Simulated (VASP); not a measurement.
# Si2As2O (I4/mmm) in VASP: further runs, part 2 of 3

VASP 6.6.1. Earlier steps stand in the parts before.

## (3) Single point, PBE

This run uses another cell than the first one, of 17.22 Å³/atom.

The input, INCAR:

```
  PREC = Accurate
  ENCUT = 520
  EDIFF = 1E-6
  ISMEAR = 0
  SIGMA = 0.1
  LREAL = F
  LASPH = T
  NELM = 80
  ALGO = Normal
  ISIF = 2
  LWAVE = F
  LCHARG = T
  GGA = PE
  LELF = T
  LVHAR = T
  NBANDS = 20
```

The input, KPOINTS:

```
regular mesh
0
Gamma
  6 6 6
```

The input, POSCAR:

```
Si2As2O
1.0
   -2.5764993631      2.5764993631      3.2417301289
    2.5764993631     -2.5764993631      3.2417301289
    2.5764993631      2.5764993631     -3.2417301289
Si As O
2 2 1
Direct
    0.2500000000      0.7500000000      0.5000000000
    0.7500000000      0.2500000000      0.5000000000
    0.2932722885      0.2932722885      0.0000000000
    0.7067277115      0.7067277115      0.0000000000
    0.0000000000      0.0000000000      0.0000000000
```

Potentials or basis: VASP PAW PBE potentials, release 64 (Si, As, O).

Run with:

```
$ cat potpaw_PBE.64/Si/POTCAR potpaw_PBE.64/As/POTCAR potpaw_PBE.64/O/POTCAR > POTCAR
$ mpirun -np 1 vasp_std > vasp.out
```

OUTCAR:

```text
PREC = Accurate
   ENCUT = 520
   EDIFF = 1E-6
   ISMEAR = 0
   LREAL = F
   LASPH = T
   NELM = 80
   ISIF = 2
   GGA = PE

 ion  position               nearest neighbor table
   1  0.250  0.750  0.500-   3 2.59   4 2.59   3 2.59   4 2.59
   2  0.750  0.250  0.500-   3 2.59   4 2.59   3 2.59   4 2.59
   3  0.293  0.293  0.000-   5 1.90   2 2.59   1 2.59   1 2.59   2 2.59   4 2.68
   4  0.707  0.707  0.000-   5 1.90   2 2.59   1 2.59   1 2.59   2 2.59   3 2.68
   5  0.000  0.000  0.000-   3 1.90   4 1.90

  LATTYP: Found a body centered tetragonal cell.
 ALAT       =     5.1529987262
 C/A-ratio  =     1.2581917059

  Lattice vectors:

 A1 = (  -2.5764993631,   2.5764993631,   3.2417301289)
 A2 = (   2.5764993631,  -2.5764993631,   3.2417301289)
 A3 = (   2.5764993631,   2.5764993631,  -3.2417301289)

Analysis of symmetry for initial positions (statically):
=====================================================================
 Subroutine PRICEL returns:
 Original cell was already a primitive cell.

 Routine SETGRP: Setting up the symmetry group for a
 body centered tetragonal supercell.

 Subroutine GETGRP returns: Found 16 space group operations
 (whereof 16 operations were pure point group operations)
 out of a pool of 16 trial point group operations.

The static configuration has the point symmetry D_4h.

Analysis of symmetry for dynamics (positions and initial velocities):
=====================================================================
 Subroutine PRICEL returns:
 Original cell was already a primitive cell.

 Routine SETGRP: Setting up the symmetry group for a
 body centered tetragonal supercell.

 Subroutine GETGRP returns: Found 16 space group operations
 (whereof 16 operations were pure point group operations)
 out of a pool of 16 trial point group operations.

The dynamic configuration has the point symmetry D_4h.

 Subroutine INISYM returns: Found 16 space group operations
 (whereof 16 operations are pure point group operations),
 and found     1 'primitive' translations

----------------------------------------------------------------------------------------

                                     Primitive cell

  volume of cell :      86.0789

  direct lattice vectors                    reciprocal lattice vectors
    -2.576499363  2.576499363  3.241730129     0.000000000  0.194061760  0.154238626
     2.576499363 -2.576499363  3.241730129     0.194061760  0.000000000  0.154238626
     2.576499363  2.576499363 -3.241730129     0.194061760  0.194061760  0.000000000

  length of vectors
     4.877039283  4.877039283  4.877039283     0.247890137  0.247890137  0.274444772

  position of ions in fractional coordinates (direct lattice)
     0.250000000  0.750000000  0.500000000
     0.750000000  0.250000000  0.500000000
     0.293272288  0.293272288  0.000000000
     0.706727712  0.706727712  0.000000000
     0.000000000  0.000000000  0.000000000

  ion indices of the primitive-cell ions
   primitive index   ion index
                 1           1
                 2           2
                 3           3
                 4           4
                 5           5

----------------------------------------------------------------------------------------

 KPOINTS: regular mesh

Automatic generation of k-mesh.
 Grid dimensions read from file:
 generate k-points for:    6    6    6

 Generating k-lattice:

  Cartesian coordinates                     Fractional coordinates (reciprocal lattice)
     0.000000000  0.032343627  0.025706438     0.166666667  0.000000000  0.000000000
     0.032343627  0.000000000  0.025706438     0.000000000  0.166666667  0.000000000
     0.032343627  0.032343627  0.000000000     0.000000000  0.000000000  0.166666667

  Length of vectors
     0.041315023  0.041315023  0.045740795

  Shift w.r.t. Gamma in fractional coordinates (k-lattice)
     0.000000000  0.000000000  0.000000000

 Subroutine IBZKPT returns following result:
 ===========================================

 Found     30 irreducible k-points:

 Following reciprocal coordinates:
            Coordinates               Weight
  0.000000  0.000000  0.000000      1.000000
  0.166667 -0.000000  0.000000      8.000000
  0.333333  0.000000  0.000000      8.000000
  0.500000 -0.000000  0.000000      4.000000
  0.166667  0.166667  0.000000      8.000000
  0.333333  0.166667  0.000000     16.000000
[... 16 lines left out ...]
 -0.333333 -0.333333  0.166667      8.000000
 -0.166667 -0.333333  0.166667      8.000000
 [... further k-points ...]
   k-points           NKPTS =     30   k-points in BZ     NKDIM =     30   number of bands    NBANDS=     20
   number of dos      NEDOS =    301   number of ions     NIONS =      5
   total plane-waves  NPLWV =  46656
   dimension x,y,z NGX =    36 NGY =   36 NGZ =   36
   dimension x,y,z NGXF=    72 NGYF=   72 NGZF=   72
   ions per type =               2   2   1
   NGX,Y,Z   is equivalent  to a cutoff of  12.27, 12.27, 12.27 a.u.
   NGXF,Y,Z  is equivalent  to a cutoff of  24.54, 24.54, 24.54 a.u.
 SYSTEM =  unknown system
   PREC   = accura    normal or accurate (medium, high low for compatibility)
   ISTART =      0    job   : 0-new  1-cont  2-samecut
   ICHARG =      2    charge: 1-file 2-atom 10-const
   ISPIN  =      1    spin polarized calculation?
   LNONCOLLINEAR =      F non collinear calculations
   LSORBIT =      F    spin-orbit coupling
   LASPH  =      T    aspherical Exc in radial PAW
   ENCUT  =  520.0 eV  38.22 Ry    6.18 a.u.   9.07  9.07  9.07*2*pi/ulx,y,z
   NELM   =     80;   NELMIN=  2; NELMDL= -5     # of ELM steps
   EDIFF  = 0.1E-05   stopping-criterion for ELM
   LREAL  =      F    real-space projection
   EDIFFG = 0.1E-04   stopping-criterion for IOM
   NSW    =      0    number of steps for IOM
   IBRION =     -1    ionic relax: 0-MD 1-quasi-New 2-CG
   NFREE  =      0    steps in history (QN), initial steepest desc. (CG)
   ISIF   =      2    stress and relaxation
   ISYM   =      2    0-nonsym 1-usesym 2-fastsym
   POTIM  = 0.5000    time-step for ionic-motion
   TEBEG  =    0.0;   TEEND  =   0.0 temperature during run
   PSTRESS=    0.0 pullay stress
   NELECT =      24.0000    total number of electrons
   NUPDOWN=      -1.0000    fix difference up-down
   EMIN   =  10.00;   EMAX   =-10.00  energy-range for DOS
   EFERMI =   0.00;   METHOD = LEGACY
   ISMEAR =     0;   SIGMA  =   0.10  broadening in eV -4-tet -1-fermi 0-gaus
   EFERMI_NEDOS =   21; number of points for ismear=-14 and -15
   IALGO  =     38    algorithm
   IMIX   =      4    mixing-type and parameters
     AMIX     =   0.40;   BMIX     =  1.00
     AMIX_MAG =   1.60;   BMIX_MAG =  1.00
  volume/ion in A,a.u.               =      17.22       116.18
  Fermi-wavevector in a.u.,A,eV,Ry     =   1.069497  2.021056 15.562670  1.143824
  Thomas-Fermi vector in A             =   2.205178
   LORBIT       =      0    0 simple, 1 ext, 2 COOP (PROOUT), +10 PAW based schemes
   GGA     = PE    functional components
   LHFCALC =     F    Hartree Fock is set to
   AEXX    =    0.0000 exact exchange contribution
   IVDW    =     0    specifies the selected vdW correction
   LEPSILON=     F    determine dielectric tensor
   LRPA    =     F    only Hartree local field effects (RPA)
 non-spin polarized calculation
 Gauss-broadening in eV      SIGMA  =   0.10
  energy-cutoff  :      520.00
  volume of cell :       86.08
 maximum number of plane-waves:      2344
   NGX = 19   NGY = 19   NGZ = 19

 number of electron      24.0000000 magnetization

 Free energy of the ion-electron system (eV)
  ---------------------------------------------------
  ext. energy  EPLUGINS =         0.00000000
  ---------------------------------------------------
  free energy    TOTEN  =       -23.97704895 eV

  energy without entropy =      -23.96477353  energy(sigma->0) =      -23.97091124

 E-fermi :   5.8167     XC(G=0): -10.2108

 val. band max:        5.7799690997   @ k =   0.5000   0.5000   0.0000
 cond. band min:       5.8267651732   @ k =  -0.1667  -0.1667   0.1667
 fundamental gap:      0.0467960736
 Fermi energy:         5.8166528482

 k-point     1 :       0.0000    0.0000    0.0000
  band No.  band energies     occupation
      1     -13.3917      2.00000
      2      -6.7073      2.00000
      3      -5.3184      2.00000
      4       0.5468      2.00000
      5       1.0050      2.00000
      6       1.0050      2.00000
[... 12 lines left out ...]
     19      14.3136      0.00000
[... 513 lines left out ...]
      4      -1.3589      2.00000
      5      -1.0514      2.00000
      6      -0.1238      2.00000
[... 12 lines left out ...]
     19      11.5574      0.00000
     20      12.7710      0.00000

 [... further k-points ...]
[... 5 lines left out ...]
  --------------------------------------------------------------------------------------
  -------------------------------------------------------------------------------------
  Total        0.1999517      0.1999517      0.1213418      0.0000000     -0.0000000      0.0000000
  in kB        3.7216776      3.7216776      2.2585212      0.0000000     -0.0000000      0.0000000
  external PRESSURE =       3.2339588 kB  Pullay stress =       0.0000000 kB

 VOLUME and BASIS-vectors are now :
 -----------------------------------------------------------------------------
  energy-cutoff  :      520.00
  volume of cell :       86.08
      direct lattice vectors                 reciprocal lattice vectors
    -2.576499363  2.576499363  3.241730129     0.000000000  0.194061760  0.154238626
     2.576499363 -2.576499363  3.241730129     0.194061760  0.000000000  0.154238626
     2.576499363  2.576499363 -3.241730129     0.194061760  0.194061760  0.000000000

 POSITION                                       TOTAL-FORCE (eV/Angst)
 -----------------------------------------------------------------------------------
      2.57650      0.00000      1.62087         0.000000      0.000000      0.000000
      0.00000      2.57650      1.62087         0.000000      0.000000      0.000000
      0.00000      0.00000      1.90142        -0.000000     -0.000000      0.027400
      0.00000      0.00000      4.58204        -0.000000     -0.000000     -0.027400
      0.00000      0.00000      0.00000         0.000000      0.000000      0.000000
 -----------------------------------------------------------------------------------
    total drift:                               -0.000000      0.000000      0.000000

  FREE ENERGIE OF THE ION-ELECTRON SYSTEM (eV)
  ---------------------------------------------------
  free  energy   TOTEN  =       -23.9770489469 eV

  energy  without entropy=      -23.9647735258  energy(sigma->0) =      -23.97091124
```

OSZICAR:

```text
N       E                     dE             d eps       ncg     rms          rms(c)
DAV:   1     0.726143349096E+02    0.72614E+02   -0.98154E+03  1200   0.102E+03
DAV:   2    -0.197765811329E+02   -0.92391E+02   -0.88966E+02  1548   0.166E+02
DAV:   3    -0.255056421202E+02   -0.57291E+01   -0.56527E+01  1496   0.406E+01
DAV:   4    -0.255607541838E+02   -0.55112E-01   -0.55002E-01  1488   0.427E+00
DAV:   5    -0.255613537203E+02   -0.59954E-03   -0.59946E-03  1448   0.440E-01    0.928E+00
DAV:   6    -0.242090656055E+02    0.13523E+01   -0.91444E+00  1384   0.254E+01    0.536E+00
DAV:   7    -0.239795868538E+02    0.22948E+00   -0.21020E+00  1404   0.873E+00    0.249E+00
DAV:   8    -0.239769171942E+02    0.26697E-02   -0.25619E-01  1304   0.309E+00    0.541E-01
DAV:   9    -0.239769224064E+02   -0.52122E-05   -0.16918E-02  1488   0.847E-01    0.164E-01
DAV:  10    -0.239771975292E+02   -0.27512E-03   -0.47302E-03  1608   0.442E-01    0.101E-01
DAV:  11    -0.239770362068E+02    0.16132E-03   -0.10377E-03  1480   0.240E-01    0.233E-02
DAV:  12    -0.239770524167E+02   -0.16210E-04   -0.15345E-04  1336   0.795E-02    0.132E-02
DAV:  13    -0.239770513349E+02    0.10817E-05   -0.18036E-05  1444   0.264E-02    0.816E-03
DAV:  14    -0.239770489300E+02    0.24049E-05   -0.77915E-06  1500   0.192E-02    0.176E-03
DAV:  15    -0.239770489469E+02   -0.16842E-07   -0.94342E-07   716   0.545E-03
   1 F= -.23977049E+02 E0= -.23970911E+02  d E =-.122754E-01
```

Wall time 23 s (1 thread of Intel Xeon 6975P-C (Granite Rapids), shared host); peak memory 0.22 GiB.

Results:

| Item | Value |
| --- | --- |
| Free energy | -23.9770 eV |
| Pressure | 0.3 GPa |
| Largest force | 0.027 eV/Å |
| Band gap on the k mesh | zero (bands 12 and 13 overlap by 2.37 eV) |

Forces on the atoms (eV/Å):
```
Si   0.000  0.000  0.000
Si   0.000  0.000  0.000
As   0.000  0.000  0.027
As   0.000  0.000 -0.027
O    0.000  0.000  0.000
```

Levels at points of the mesh, in eV from the Fermi level:
| k point | band 10 | band 11 | band 12 | band 13 | band 14 | band 15 |
| --- | --- | --- | --- | --- | --- | --- |
| (0.00, 0.00, 0.00) | -4.00 | -1.98 | -1.98 | -1.25 | -0.29 | 2.87 |
| (0.50, 0.00, 0.00) | -1.31 | -0.72 | -0.19 | 0.44 | 1.74 | 2.88 |
| (0.50, 0.50, 0.00) | -1.72 | -0.04 | 0.91 | 1.72 | 1.82 | 2.00 |
| (0.50, 0.50, 0.50) | -1.85 | -1.79 | -1.79 | -1.11 | 1.41 | 4.46 |

## (4) Single point, PBE

This run uses another cell than the first one, of 17.23 Å³/atom.

The input, INCAR:

```
SYSTEM = Si2As2O
  ALGO = Normal
  EDIFF = 1E-7
  ENCUT = 520
  GGA = PE
  ISIF = 2
  ISMEAR = 0
  LASPH = .TRUE.
  LCHARG = .TRUE.
  LELF = .TRUE.
  LREAL = .FALSE.
  LVHAR = .TRUE.
  LWAVE = .FALSE.
  NBANDS = 20
  NELM = 60
  PREC = Accurate
  SIGMA = 0.1
```

The input, KPOINTS:

```
k-points
0
G
  10 10 10
  0 0 0
```

The input, POSCAR:

```
Si2As2O
1.0
   -2.5732679722      2.5732679722      3.2534337303
    2.5732679722     -2.5732679722      3.2534337303
    2.5732679722      2.5732679722     -3.2534337303
Si As O
2 2 1
Direct
    0.2500000000      0.7500000000      0.5000000000
    0.7500000000      0.2500000000      0.5000000000
    0.2944446698      0.2944446698      0.0000000000
    0.7055553302      0.7055553302      0.0000000000
    0.0000000000      0.0000000000      0.0000000000
```

Potentials or basis: VASP PAW PBE potentials, release 64 (Si, As, O).

Run with:

```
$ cat potpaw_PBE.64/Si/POTCAR potpaw_PBE.64/As/POTCAR potpaw_PBE.64/O/POTCAR > POTCAR
$ mpirun -np 1 vasp_std > vasp.out
```

OUTCAR:

```text
SYSTEM = Si2As2O
   EDIFF = 1E-7
   ENCUT = 520
   GGA = PE
   ISIF = 2
   ISMEAR = 0
   LASPH = .TRUE.
   LREAL = .FALSE.
   NELM = 60
   PREC = Accurate

 ion  position               nearest neighbor table
   1  0.250  0.750  0.500-   3 2.59   4 2.59   3 2.59   4 2.59
   2  0.750  0.250  0.500-   3 2.59   4 2.59   3 2.59   4 2.59
   3  0.294  0.294  0.000-   5 1.92   2 2.59   1 2.59   1 2.59   2 2.59   4 2.68
   4  0.706  0.706  0.000-   5 1.92   2 2.59   1 2.59   1 2.59   2 2.59   3 2.68
   5  0.000  0.000  0.000-   3 1.92   4 1.92

  LATTYP: Found a body centered tetragonal cell.
 ALAT       =     5.1465359444
 C/A-ratio  =     1.2643198320

  Lattice vectors:

 A1 = (  -2.5732679722,   2.5732679722,   3.2534337303)
 A2 = (   2.5732679722,  -2.5732679722,   3.2534337303)
 A3 = (   2.5732679722,   2.5732679722,  -3.2534337303)

Analysis of symmetry for initial positions (statically):
=====================================================================
 Subroutine PRICEL returns:
 Original cell was already a primitive cell.

 Routine SETGRP: Setting up the symmetry group for a
[... 170 lines left out ...]
  free energy    TOTEN  =       -23.96621682 eV

  energy without entropy =      -23.95401562  energy(sigma->0) =      -23.96011622

 E-fermi :   5.9105     XC(G=0): -10.2062

 val. band max:        5.9042181097   @ k =   0.3000   0.1000   0.1000
 cond. band min:       5.9156106927   @ k =  -0.4000  -0.4000   0.1000
 fundamental gap:      0.0113925830
 Fermi energy:         5.9105499141

 k-point     1 :       0.0000    0.0000    0.0000
  band No.  band energies     occupation
      1     -13.3213      2.00000
      2      -6.7429      2.00000
      3      -5.2418      2.00000
      4       0.5130      2.00000
      5       0.9868      2.00000
      6       0.9868      2.00000
[... 541 lines left out ...]
     19      10.8969      0.00000
     20      12.7367      0.00000

 [... further k-points ...]
[... 5 lines left out ...]
  --------------------------------------------------------------------------------------
  -------------------------------------------------------------------------------------
  Total        0.0655233      0.0655233      0.1909629      0.0000000     -0.0000000      0.0000000
  in kB        1.2182438      1.2182438      3.5504848      0.0000000     -0.0000000      0.0000000
  external PRESSURE =       1.9956575 kB  Pullay stress =       0.0000000 kB

 VOLUME and BASIS-vectors are now :
 -----------------------------------------------------------------------------
  energy-cutoff  :      520.00
  volume of cell :       86.17
      direct lattice vectors                 reciprocal lattice vectors
    -2.573267972  2.573267972  3.253433730     0.000000000  0.194305453  0.153683782
     2.573267972 -2.573267972  3.253433730     0.194305453  0.000000000  0.153683782
     2.573267972  2.573267972 -3.253433730     0.194305453  0.194305453  0.000000000

 POSITION                                       TOTAL-FORCE (eV/Angst)
 -----------------------------------------------------------------------------------
      2.57327      0.00000      1.62672         0.000000      0.000000      0.000000
      0.00000      2.57327      1.62672         0.000000      0.000000     -0.000000
      0.00000      0.00000      1.91591        -0.000000     -0.000000      0.056319
      0.00000      0.00000      4.59096        -0.000000     -0.000000     -0.056319
      0.00000      0.00000      0.00000         0.000000      0.000000     -0.000000
 -----------------------------------------------------------------------------------
    total drift:                               -0.000000     -0.000000     -0.000000

  FREE ENERGIE OF THE ION-ELECTRON SYSTEM (eV)
  ---------------------------------------------------
  free  energy   TOTEN  =       -23.9662168175 eV

  energy  without entropy=      -23.9540156187  energy(sigma->0) =      -23.96011622
```

OSZICAR:

```text
N       E                     dE             d eps       ncg     rms          rms(c)
DAV:   1     0.730333914598E+02    0.73033E+02   -0.98657E+03  4080   0.102E+03
DAV:   2    -0.195790615253E+02   -0.92612E+02   -0.89154E+02  5216   0.166E+02
DAV:   3    -0.254665949347E+02   -0.58875E+01   -0.57948E+01  5136   0.410E+01
DAV:   4    -0.255266482080E+02   -0.60053E-01   -0.59884E-01  5020   0.442E+00
DAV:   5    -0.255273341452E+02   -0.68594E-03   -0.68579E-03  5108   0.457E-01    0.922E+00
DAV:   6    -0.242181550719E+02    0.13092E+01   -0.91794E+00  4828   0.256E+01    0.540E+00
DAV:   7    -0.239668480554E+02    0.25131E+00   -0.22445E+00  4848   0.880E+00    0.249E+00
DAV:   8    -0.239678952780E+02   -0.10472E-02   -0.28942E-01  4528   0.330E+00    0.550E-01
DAV:   9    -0.239659117550E+02    0.19835E-02   -0.19447E-02  5252   0.938E-01    0.149E-01
DAV:  10    -0.239662916025E+02   -0.37985E-03   -0.41517E-03  4852   0.415E-01    0.867E-02
DAV:  11    -0.239662121236E+02    0.79479E-04   -0.59731E-04  4824   0.183E-01    0.188E-02
DAV:  12    -0.239662208736E+02   -0.87500E-05   -0.10019E-04  4672   0.600E-02    0.167E-02
DAV:  13    -0.239662179154E+02    0.29583E-05   -0.18056E-05  4744   0.282E-02    0.504E-03
DAV:  14    -0.239662168561E+02    0.10592E-05   -0.31936E-06  5124   0.125E-02    0.993E-04
DAV:  15    -0.239662168175E+02    0.38595E-07   -0.38383E-07  4564   0.352E-03
   1 F= -.23966217E+02 E0= -.23960116E+02  d E =-.122012E-01
```

stdout:

```text
POSCAR found type information on POSCAR SiAsO
 POSCAR found :  3 types and       5 ions
 scaLAPACK will be used
 LDA part: xc-table for (Slater+PW92), standard interpolation
 POSCAR, INCAR and KPOINTS ok, starting setup
 FFT: planning ... GRIDC
 FFT: planning ... GRID_SOFT
 FFT: planning ... GRID
 WAVECAR not read
 entering main loop
```

Run time: 74 s. Hardware: 1 thread of Intel Xeon 6975P-C (Granite Rapids), shared host; peak memory 0.31 GiB.

Results:

* Free energy: -23.9662 eV
* Pressure: 0.2 GPa
* Largest force: 0.056 eV/Å
* Band gap on the k mesh: zero (bands 12 and 13 overlap by 2.35 eV)

Forces in eV/Å, atoms in the order of the input:
```
Si   0.000  0.000  0.000
Si   0.000  0.000  0.000
As   0.000  0.000  0.056
As   0.000  0.000 -0.056
O    0.000  0.000  0.000
```

Levels at points of the mesh, in eV from the Fermi level:
| k point | band 10 | band 11 | band 12 | band 13 | band 14 | band 15 |
| --- | --- | --- | --- | --- | --- | --- |
| (0.00, 0.00, 0.00) | -4.09 | -2.11 | -2.11 | -1.35 | -0.47 | 2.78 |
| (0.50, 0.00, 0.00) | -1.44 | -0.83 | -0.30 | 0.33 | 1.62 | 2.74 |
| (0.50, 0.50, 0.00) | -1.88 | -0.13 | 0.82 | 1.62 | 1.72 | 1.89 |
| (0.50, 0.50, 0.50) | -1.95 | -1.89 | -1.89 | -1.23 | 1.26 | 4.35 |

(Continued in part 3 of 3.)

The gap in the log of VASP goes by the Fermi energy; the results here count the filled bands.